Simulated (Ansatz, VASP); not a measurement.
**One calculation of BiOs, two programs**

Contents of INCAR:

```
PREC     = Accurate       # precision mode
ENCUT    = 520            # plane-wave cutoff, eV
EDIFF    = 1E-6           # SCF threshold, eV
ISMEAR   = 0              # smearing method
SIGMA    = 0.05           # smearing width, eV
LREAL    = False          # projectors in reciprocal space
LASPH    = True           # aspherical terms in the spheres
NELM     = 80             # most SCF steps
ALGO     = Normal         # electronic algorithm
ISIF     = 2              # what is computed and relaxed
LWAVE    = False          # write WAVECAR
LCHARG   = False          # write CHGCAR
GGA      = PS             # functional
NBANDS   = 18             # bands
```

Contents of KPOINTS:

```
Automatic mesh
0
Gamma
  10 10 10
```

POSCAR

```
BiOs
1.0
    0.0000000000      2.7958475025      2.7958475025
    2.7958475025      0.0000000000      2.7958475025
    2.7958475025      2.7958475025      0.0000000000
Os Bi
1 1
Direct
    0.5000000000      0.5000000000      0.5000000000
    0.0000000000      0.0000000000      0.0000000000
```

Input for Ansatz:

```yaml
crystal:
  lattice:
    - [0.0, 2.7958475025, 2.7958475025]
    - [2.7958475025, 0.0, 2.7958475025]
    - [2.7958475025, 2.7958475025, 0.0]
  atoms:
    - { symbol: Os, position: [0.5, 0.5, 0.5] }
    - { symbol: Bi, position: [0.0, 0.0, 0.0] }
basis:
  ecutwfc: 420
  ecutrho_ratio: 4
kpoints:
  mp_grid: { grid: [10, 10, 10] }
hamiltonian:
  xc: pbesol
scf:
  occupations: { method: gaussian, width: 0.05 }
output:
  forces: true
  stress: true
  eigenvalues: true
  populations: true
```

Alike in both runs: task single point; functional PBEsol; k mesh 10 × 10 × 10; occupations gaussian, width 0.05 eV; no spin polarisation.

|  | VASP | Ansatz |
| --- | --- | --- |
| version | VASP 6.6.1 | Ansatz 0.2.0 |
| potentials or method | VASP PAW PBE potentials, release 64 (Os, Bi_d), cutoff 520 eV | scalar-relativistic, plane waves, PAW |
| valence electrons in the cell | 23 | 31 |

Ansatz gave:

- gap on the k mesh at the Fermi level (eV): none
- pressure (GPa): -5.5

Task: What did VASP give for the same quantities?

Result: gap on the k mesh at the Fermi level (eV): none; pressure (GPa): -5.3.

VASP's potentials were made for PBE, not for PBEsol. A gap of «none» marks a metal or a gap that the smearing closes. The functional is the same, so the differences come from potentials, cutoffs and numerics. VASP's potentials hold 23 valence electrons a cell and Ansatz's 31, so a difference there can come from the potentials and not from the codes.

Neither program's run includes spin-orbit coupling.
